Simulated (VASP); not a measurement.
Runs of VASP 6.6.1 on InAs. The structure is that of space group F-43m (No. 216), or close to it. The cells are those of the table. 

| cell | gap on the mesh (eV) | pressure (GPa) |
| --- | --- | --- |
| a = 4.139 Å, angles 60.0°, 2 atoms | 0.79 | 10.0 |
| a = 4.268 Å, angles 60.0°, 2 atoms | (a) | 2.3 |
| a = 4.186 Å, angles 60.0°, 2 atoms | (b) | (c) |
| a = 4.459 Å, angles 60.0°, 2 atoms | none | -4.4 |

Alike in all rows: task single point; level r2SCAN; potentials or basis VASP PAW PBE potentials, release 64 (In_d, As); no spin polarisation; k mesh 10 × 10 × 10; cutoff (eV) 520; smearing gaussian 0.01 eV.

**Question.** Estimate the missing entries.

**Answer.** (a) 0.28; (b) 0.61; (c) 6.8.

Caveats: the PAW data sets were made with another functional, which shifts forces and pressure a little; spin-orbit coupling is left out, which moves the levels of the heavy elements; the cell stands under pressure (at least some runs); the cell stands under tension (at least some runs); semilocal functionals underestimate gaps, so a narrow gap can read as zero (at least some runs).

A k mesh can miss the band edges, and the runs leave out spin-orbit coupling on As, In.

A gap of «none» marks levels without a gap at the run's occupations.
